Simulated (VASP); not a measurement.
# Cd (P6_3/mmc) in VASP: further runs

The runs below take Cd through single point, with PBE+D3(BJ).

All numbers are computed with VASP 6.6.1; they aren't measurements. Logs are shortened: lines on timing, memory, paths and dates and some standing lists are left out, and cuts for length are marked.

### Step 1. The cell of the first run

It takes space group P6_3/mmc (No. 194, hexagonal). The conventional cell has a = 3.093 Å, b = 3.093 Å, c = 10.431 Å, α = 90.00°, β = 90.00°, γ = 120.00°. Within 4.1 Å of Cd (site symmetry -3m) lie 12 Cd at 3.09 to 3.16 Å. Cd (site symmetry -6m2) has 12 Cd at 3.09 to 3.16 Å within 4.1 Å.

### Step 2. Single point, PBE+D3(BJ)

INCAR reads:

```
SYSTEM = Cd
PREC     = Accurate       ! precision mode
ENCUT    = 520            ! plane-wave cutoff, eV
EDIFF    = 1E-7           ! SCF threshold, eV
ISMEAR   = -1             ! smearing method
SIGMA    = 0.1            ! smearing width, eV
LREAL    = .False.        ! projectors in reciprocal space
LASPH    = .True.         ! aspherical terms in the spheres
NELM     = 100            ! most SCF steps
ALGO     = Normal         ! electronic algorithm
ISIF     = 2              ! what is computed and relaxed
LWAVE    = .False.        ! write WAVECAR
LCHARG   = .True.         ! write CHGCAR
GGA      = PE             ! functional
IVDW     = 12             ! dispersion correction
LELF     = .True.         ! ELF
LVHAR    = .True.       
NBANDS   = 32             ! bands
```

KPOINTS reads:

```
Automatic mesh
0
Gamma
  11 11 3
  0 0 0
```

POSCAR reads:

```
Cd
1.0
    3.0930676400      0.0000000000      0.0000000000
   -1.5465338200      2.6786751500      0.0000000000
    0.0000000000      0.0000000000     10.4307369600
Cd
4
Direct
    0.0000000000      0.0000000000      0.0000000000
    0.3333333300      0.6666666700      0.2500000000
    0.0000000000      0.0000000000      0.5000000000
    0.6666666700      0.3333333300      0.7500000000
```

Potentials or basis: VASP PAW PBE potentials, release 64 (Cd).

On the command line:

```sh
$ cat potpaw_PBE.64/Cd/POTCAR > POTCAR
$ mpirun -np 1 vasp_std > vasp.out
```

OUTCAR:

```text
SYSTEM = Cd
   PREC = Accurate
   ENCUT = 520
   EDIFF = 1E-7
   ISMEAR = -1
   LREAL = .False.
   LASPH = .True.
   NELM = 100
   ISIF = 2
   GGA = PE
   IVDW = 12
 IVDW          = 12

 ion  position               nearest neighbor table
   1  0.000  0.000  0.000-   2 3.16   4 3.16   2 3.16   4 3.16   4 3.16   2 3.16
   2  0.333  0.667  0.250-   1 3.16   3 3.16   1 3.16   3 3.16   1 3.16   3 3.16
   3  0.000  0.000  0.500-   2 3.16   4 3.16   2 3.16   4 3.16   4 3.16   2 3.16
   4  0.667  0.333  0.750-   1 3.16   3 3.16   1 3.16   3 3.16   1 3.16   3 3.16

  LATTYP: Found a hexagonal cell.
 ALAT       =     3.0930676400
 C/A-ratio  =     3.3722951367

  Lattice vectors:

 A1 = (   3.0930676400,   0.0000000000,   0.0000000000)
 A2 = (  -1.5465338200,   2.6786751500,   0.0000000000)
 A3 = (   0.0000000000,   0.0000000000,  10.4307369600)

Analysis of symmetry for initial positions (statically):
=====================================================================
 Subroutine PRICEL returns:
 Original cell was already a primitive cell.

 Routine SETGRP: Setting up the symmetry group for a
 hexagonal supercell.

 Subroutine GETGRP returns: Found 24 space group operations
 (whereof 12 operations were pure point group operations)
 out of a pool of 24 trial point group operations.

The static configuration has the point symmetry D_3d.
 The point group associated with its full space group is D_6h.

Analysis of symmetry for dynamics (positions and initial velocities):
=====================================================================
 Subroutine PRICEL returns:
 Original cell was already a primitive cell.

 Routine SETGRP: Setting up the symmetry group for a
 hexagonal supercell.

 Subroutine GETGRP returns: Found 24 space group operations
 (whereof 12 operations were pure point group operations)
 out of a pool of 24 trial point group operations.

The dynamic configuration has the point symmetry D_3d.
 The point group associated with its full space group is D_6h.

 Subroutine INISYM returns: Found 24 space group operations
 (whereof 12 operations are pure point group operations),
 and found     1 'primitive' translations

----------------------------------------------------------------------------------------

                                     Primitive cell

  volume of cell :      86.4220

  direct lattice vectors                    reciprocal lattice vectors
     3.093067640  0.000000000  0.000000000     0.323303631  0.186659439  0.000000000
    -1.546533820  2.678675150  0.000000000     0.000000000  0.373318877  0.000000000
     0.000000000  0.000000000 10.430736960     0.000000000  0.000000000  0.095870503

  length of vectors
     3.093067640  3.093067638 10.430736960     0.373318877  0.373318877  0.095870503

  position of ions in fractional coordinates (direct lattice)
     0.000000000  0.000000000  0.000000000
     0.333333330  0.666666670  0.250000000
     0.000000000  0.000000000  0.500000000
     0.666666670  0.333333330  0.750000000

  ion indices of the primitive-cell ions
   primitive index   ion index
                 1           1
                 2           2
                 3           3
                 4           4

----------------------------------------------------------------------------------------

 KPOINTS: Automatic mesh

Automatic generation of k-mesh.
 Grid dimensions read from file:
 generate k-points for:   11   11    3

 Generating k-lattice:

  Cartesian coordinates                     Fractional coordinates (reciprocal lattice)
     0.029391239  0.016969040  0.000000000     0.090909091  0.000000000  0.000000000
     0.000000000  0.033938080  0.000000000     0.000000000  0.090909091  0.000000000
     0.000000000  0.000000000  0.031956834     0.000000000  0.000000000  0.333333333

  Length of vectors
     0.033938080  0.033938080  0.031956834

  Shift w.r.t. Gamma in fractional coordinates (k-lattice)
     0.000000000  0.000000000  0.000000000

 Subroutine IBZKPT returns following result:
 ===========================================

 Found     32 irreducible k-points:

 Following reciprocal coordinates:
            Coordinates               Weight
  0.000000  0.000000  0.000000      1.000000
  0.090909 -0.000000  0.000000      6.000000
  0.181818 -0.000000  0.000000      6.000000
  0.272727  0.000000  0.000000      6.000000
  0.363636 -0.000000  0.000000      6.000000
  0.454545 -0.000000  0.000000      6.000000
[... 16 lines left out ...]
  0.090909  0.090909  0.333333     12.000000
  0.181818  0.090909  0.333333     24.000000
 [... further k-points ...]
   k-points           NKPTS =     32   k-points in BZ     NKDIM =     32   number of bands    NBANDS=     32
   number of dos      NEDOS =    301   number of ions     NIONS =      4
   total plane-waves  NPLWV =  46080
   dimension x,y,z NGX =    24 NGY =   24 NGZ =   80
   dimension x,y,z NGXF=    48 NGYF=   48 NGZF=  160
   ions per type =               4
   NGX,Y,Z   is equivalent  to a cutoff of  12.90, 12.90, 12.75 a.u.
   NGXF,Y,Z  is equivalent  to a cutoff of  25.80, 25.80, 25.50 a.u.
 SYSTEM =  Cd
   PREC   = accura    normal or accurate (medium, high low for compatibility)
   ISTART =      0    job   : 0-new  1-cont  2-samecut
   ICHARG =      2    charge: 1-file 2-atom 10-const
   ISPIN  =      1    spin polarized calculation?
   LNONCOLLINEAR =      F non collinear calculations
   LSORBIT =      F    spin-orbit coupling
   LASPH  =      T    aspherical Exc in radial PAW
   ENCUT  =  520.0 eV  38.22 Ry    6.18 a.u.   5.75  5.75 19.39*2*pi/ulx,y,z
   NELM   =    100;   NELMIN=  2; NELMDL= -5     # of ELM steps
   EDIFF  = 0.1E-06   stopping-criterion for ELM
   LREAL  =      F    real-space projection
   EDIFFG = 0.1E-05   stopping-criterion for IOM
   NSW    =      0    number of steps for IOM
   IBRION =     -1    ionic relax: 0-MD 1-quasi-New 2-CG
   NFREE  =      0    steps in history (QN), initial steepest desc. (CG)
   ISIF   =      2    stress and relaxation
   ISYM   =      2    0-nonsym 1-usesym 2-fastsym
   POTIM  = 0.5000    time-step for ionic-motion
   TEBEG  =    0.0;   TEEND  =   0.0 temperature during run
   PSTRESS=    0.0 pullay stress
   NELECT =      48.0000    total number of electrons
   NUPDOWN=      -1.0000    fix difference up-down
   EMIN   =  10.00;   EMAX   =-10.00  energy-range for DOS
   EFERMI =   0.00;   METHOD = LEGACY
   ISMEAR =    -1;   SIGMA  =   0.10  broadening in eV -4-tet -1-fermi 0-gaus
   EFERMI_NEDOS =   21; number of points for ismear=-14 and -15
   IALGO  =     38    algorithm
   IMIX   =      4    mixing-type and parameters
     AMIX     =   0.40;   BMIX     =  1.00
     AMIX_MAG =   1.60;   BMIX_MAG =  1.00
  volume/ion in A,a.u.               =      21.61       145.80
  Fermi-wavevector in a.u.,A,eV,Ry     =   1.345696  2.542997 24.638774  1.810899
  Thomas-Fermi vector in A             =   2.473588
   LORBIT       =      0    0 simple, 1 ext, 2 COOP (PROOUT), +10 PAW based schemes
   GGA     = PE    functional components
   LHFCALC =     F    Hartree Fock is set to
   AEXX    =    0.0000 exact exchange contribution
   IVDW    =    12    specifies the selected vdW correction
   LEPSILON=     F    determine dielectric tensor
   LRPA    =     F    only Hartree local field effects (RPA)
 non-spin polarized calculation
  energy-cutoff  :      520.00
  volume of cell :       86.42
 maximum number of plane-waves:      2342
 NGX is ok and might be reduce to    24
   NGX = 11   NGY = 11   NGZ = 39

 number of electron      48.0000039 magnetization

 Free energy of the ion-electron system (eV)
  ---------------------------------------------------
  ext. energy  EPLUGINS =         0.00000000
  ---------------------------------------------------
  free energy    TOTEN  =        -2.94356117 eV

  energy without entropy =       -2.90875855  energy(sigma->0) =       -2.92615986

 E-fermi :   2.9701     XC(G=0): -11.0431

 val. band max:        2.8647534803   @ k =   0.1818   0.1818   0.0000
 cond. band min:       3.0024013114   @ k =   0.3636   0.0909   0.0000
 fundamental gap:      0.1376478311
 Fermi energy:         2.9700675117

 k-point     1 :       0.0000    0.0000    0.0000
  band No.  band energies     occupation
      1      -6.7878      2.00000
      2      -6.5604      2.00000
      3      -6.5600      2.00000
      4      -6.3372      2.00000
      5      -6.2514      2.00000
      6      -6.2514      2.00000
[... 24 lines left out ...]
     31      16.4624      0.00000
     32      16.9855      0.00000

 k-point     2 :       0.0909   -0.0000    0.0000
  band No.  band energies     occupation
      1      -6.7253      2.00000
      2      -6.5148      2.00000
      3      -6.5032      2.00000
      4      -6.3164      2.00000
      5      -6.2803      2.00000
      6      -6.2691      2.00000
[... 24 lines left out ...]
     31      14.8966      0.00000
     32      15.8620      0.00000

 k-point     3 :       0.1818   -0.0000    0.0000
  band No.  band energies     occupation
      1      -6.6383      2.00000
      2      -6.4878      2.00000
      3      -6.4571      2.00000
      4      -6.3383      2.00000
      5      -6.3147      2.00000
      6      -6.3111      2.00000
[... 24 lines left out ...]
     31      13.1102      0.00000
     32      14.8756      0.00000

 k-point     4 :       0.2727    0.0000    0.0000
  band No.  band energies     occupation
      1      -6.7167      2.00000
      2      -6.5839      2.00000
      3      -6.5412      2.00000
      4      -6.4985      2.00000
      5      -6.4796      2.00000
      6      -6.2792      2.00000
[... 654 lines left out ...]
     31      10.3904      0.00000
     32      10.9655      0.00000

 k-point    23 :       0.0909    0.0909    0.3333
  band No.  band energies     occupation
      1      -6.6016      2.00000
      2      -6.5368      2.00000
      3      -6.4012      2.00000
      4      -6.3727      2.00000
      5      -6.2984      2.00000
      6      -6.2534      2.00000
[... 24 lines left out ...]
     31      12.7239      0.00000
     32      14.5210      0.00000

 k-point    24 :       0.1818    0.0909    0.3333
  band No.  band energies     occupation
      1      -6.5820      2.00000
      2      -6.5351      2.00000
      3      -6.4454      2.00000
      4      -6.4023      2.00000
      5      -6.3379      2.00000
      6      -6.2982      2.00000
[... 24 lines left out ...]
     31      11.5621      0.00000
     32      12.4539      0.00000

 [... further k-points ...]

------------------------ aborting loop because EDIFF is reached ----------------------------------------

 Edisp (eV)   -1.77053

 E8    (eV) :    -0.7852

  FORCE on cell =-STRESS in cart. coord.  units (eV):
  Direction    XX          YY          ZZ          XY          YZ          ZX
  --------------------------------------------------------------------------------------
  -------------------------------------------------------------------------------------
  Total      -0.36903    -0.36903    -0.40638    -0.00000     0.00000     0.00000
  in kB      -6.84145    -6.84145    -7.53382    -0.00000     0.00000     0.00000
  external pressure =       -7.07 kB  Pullay stress =        0.00 kB

 VOLUME and BASIS-vectors are now :
 -----------------------------------------------------------------------------
  energy-cutoff  :      520.00
  volume of cell :       86.42
      direct lattice vectors                 reciprocal lattice vectors
     3.093067640  0.000000000  0.000000000     0.323303631  0.186659439  0.000000000
    -1.546533820  2.678675150  0.000000000     0.000000000  0.373318877  0.000000000
     0.000000000  0.000000000 10.430736960     0.000000000  0.000000000  0.095870503

 POSITION                                       TOTAL-FORCE (eV/Angst)
 -----------------------------------------------------------------------------------
      0.00000      0.00000      0.00000        -0.000000     -0.000000      0.000000
     -0.00000      1.78578      2.60768        -0.000000     -0.000000      0.000000
      0.00000      0.00000      5.21537        -0.000000     -0.000000      0.000000
      1.54653      0.89289      7.82305         0.000000      0.000000      0.000000
 -----------------------------------------------------------------------------------
    total drift:                                0.000000      0.000000     -0.000000

  FREE ENERGIE OF THE ION-ELECTRON SYSTEM (eV)
  ---------------------------------------------------
  free  energy   TOTEN  =        -4.7140934290 eV

  energy  without entropy=       -4.6792908049  energy(sigma->0) =       -4.69669212
```

Wall time 2.1 min (1 thread of Intel Xeon 8259CL, shared host); peak memory 0.24 GiB.

What came out:

```
Free energy                : -4.7141 eV
Pressure                   : -0.7 GPa
Band gap on the k mesh     : zero (bands 24 and 25 overlap by 2.83 eV)
Dispersion energy per atom : -0.443 eV
```

Levels at points of the mesh, in eV from the Fermi level:
```csv
k point,band 22,band 23,band 24,band 25,band 26,band 27
"(0.00, 0.00, 0.00)",-7.21,-7.20,-2.58,-1.76,5.64,5.64
```

Caveat: three body term missing.

(Continued in part 2 of 2.)

The gap in the log of VASP goes by the Fermi energy; the results here count the filled bands.